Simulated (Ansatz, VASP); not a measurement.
## Te in VASP and in Ansatz

```xyz
3
Lattice="4.3186 0.0000 0.0000 -2.1593 3.7400 0.0000 0.0000 0.0000 5.9657" Properties=species:S:1:pos:R:3 pbc="T T T"
Te    1.2297    0.0000    1.9886
Te   -0.6148    1.0649    3.9772
Te    1.5445    2.6751    0.0000
```

Alike in both runs: task relaxation of cell and atoms; functional PBEsol; k mesh 12 × 12 × 8; occupations gaussian, width 0.1 eV; no spin polarisation.

|  | VASP | Ansatz |
| --- | --- | --- |
| version | VASP 6.6.1 | Ansatz 0.2.0 |
| potentials or method | VASP PAW PBE potentials, release 64 (Te), cutoff 600 eV | scalar-relativistic, plane waves, PAW |
| valence electrons in the cell | 18 | 48 |

|  | VASP | Ansatz | Ansatz less VASP |
| --- | --- | --- | --- |
| gap on the k mesh at the Fermi level, each at its own relaxed structure (eV) | none | none | - |
| relaxed volume (Å³/atom) | 32.04 | 32.02 | -0.020 |
| relaxed length of the cell vector where the two differ most in proportion (Å) | 5.959 | 5.956 | -0.0034 |

VASP's potentials were made for PBE, not for PBEsol. A gap of «none» marks a metal or a gap that the smearing closes. VASP's potentials hold 18 valence electrons a cell and Ansatz's 48, so a difference there can come from the potentials and not from the codes.

Spin-orbit coupling is off throughout.
